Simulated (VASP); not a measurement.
Input of a VASP 6.6.1 run:

Contents of INCAR:

```
SYSTEM = AlN
PREC = Accurate ; ENCUT = 520
EDIFF = 1E-7 ; ISMEAR = -1
SIGMA = 0.01 ; LREAL = .FALSE.
LASPH = .TRUE. ; NELM = 80
ALGO = Normal ; ISIF = 2
LWAVE = .FALSE. ; LCHARG = .FALSE.
NBANDS = 11
```

The input KPOINTS:

```
Automatic mesh
0
G
  12 12 12
  0 0 0
```

Contents of POSCAR:

```
AlN
1.0
    0.0000000000      2.0167941628      2.0167941628
    2.0167941628      0.0000000000      2.0167941628
    2.0167941628      2.0167941628      0.0000000000
Al N
1 1
Direct
    0.0000000000      0.0000000000      0.0000000000
    0.5000000000      0.5000000000      0.5000000000
```

Potentials or basis: VASP PAW LDA potentials, release 64 (Al, N).

Command:

```console
$ cat potpaw_LDA.64/Al/POTCAR potpaw_LDA.64/N/POTCAR > POTCAR
$ mpirun -np 1 vasp_std > vasp.out
```

Q: Predict the band gap on the k mesh.

A: 4.53 eV, indirect (least direct gap 5.88 eV).

Q: Predict the pressure.

A: -3.9 GPa.

 A k mesh can miss the band edges.
